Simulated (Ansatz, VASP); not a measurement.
**Two plane-wave programs on TaAs**

The input INCAR:

```
PREC = Accurate
ENCUT = 520
EDIFF = 1E-6
ISMEAR = 1
SIGMA = 0.2
LREAL = F
LASPH = T
NELM = 100
ALGO = Normal
ISIF = 2
LWAVE = F
LCHARG = T
LDIPOL = T
IDIPOL = 3
DIPOL = 0.5 0.5 0.500
GGA = PS
LELF = T
LVHAR = T
LVACPOTAV = T
NBANDS = 42
```

Contents of KPOINTS:

```
Automatic mesh
0
Gamma
  10 10 1
```

The input POSCAR:

```
TaAs
1.0
    3.4287004765      0.0000000000      0.0000000000
    0.0000000000      3.4287004765      0.0000000000
    0.0000000000      0.0000000000     25.6328324810
As Ta
4 4
Direct
    0.0000000000      0.0000000000      0.2925934933
    0.5000000000      0.0000000000      0.4055566670
    0.5000000000      0.5000000000      0.5185198406
    0.0000000000      0.5000000000      0.6314830143
    0.0000000000      0.5000000000      0.3685169857
    0.0000000000      0.0000000000      0.4814801594
    0.5000000000      0.0000000000      0.5944433330
    0.5000000000      0.5000000000      0.7074065067
```

Input for Ansatz:

```yaml
crystal:
  lattice:
    - [3.4287004765, 0.0, 0.0]
    - [0.0, 3.4287004765, 0.0]
    - [0.0, 0.0, 25.632832481]
  atoms:
    - { symbol: As, position: [0.0, 0.0, 0.2925934933] }
    - { symbol: Ta, position: [0.0, 0.5, 0.3685169857] }
    - { symbol: As, position: [0.5, 0.0, 0.405556667] }
    - { symbol: Ta, position: [0.0, 0.0, 0.4814801594] }
    - { symbol: As, position: [0.5, 0.5, 0.5185198406] }
    - { symbol: Ta, position: [0.5, 0.0, 0.594443333] }
    - { symbol: As, position: [0.0, 0.5, 0.6314830143] }
    - { symbol: Ta, position: [0.5, 0.5, 0.7074065067] }
basis:
  ecutwfc: 420
kpoints:
  mp_grid: { grid: [10, 10, 1] }
hamiltonian:
  xc: pbesol
scf:
  occupations: { method: cold, width: 0.2 }
output:
  forces: true
  stress: true
  eigenvalues: true
efield:
  axis: 3
  dipole_correction: true
  ramp_width: 0.04
```

Alike in both runs: task single point; functional PBEsol; k mesh 10 × 10 × 1; no spin polarisation.

|  | VASP | Ansatz |
| --- | --- | --- |
| version | VASP 6.6.1 | Ansatz 0.2.0 |
| potentials or method | VASP PAW PBE potentials, release 64 (As, Ta_pv), cutoff 520 eV | scalar-relativistic, plane waves, PAW |
| occupations | methfessel-paxton of order 1, width 0.2 eV | cold, width 0.2 eV |
| valence electrons in the cell | 64 | 112 |

```tsv
	VASP	Ansatz	Ansatz less VASP
gap on the k mesh at the Fermi level (eV)	none	none	-
rms of the force components (eV/Å)	0.337	0.340	+0.0030
work function, face that differs most (eV)	5.38	5.38	-0.002
```

VASP's potentials were made for PBE, not for PBEsol. A gap of «none» marks a metal or a gap that the smearing closes. VASP's potentials hold 64 valence electrons a cell and Ansatz's 112, so a difference there can come from the potentials and not from the codes.

Spin-orbit coupling is off throughout.
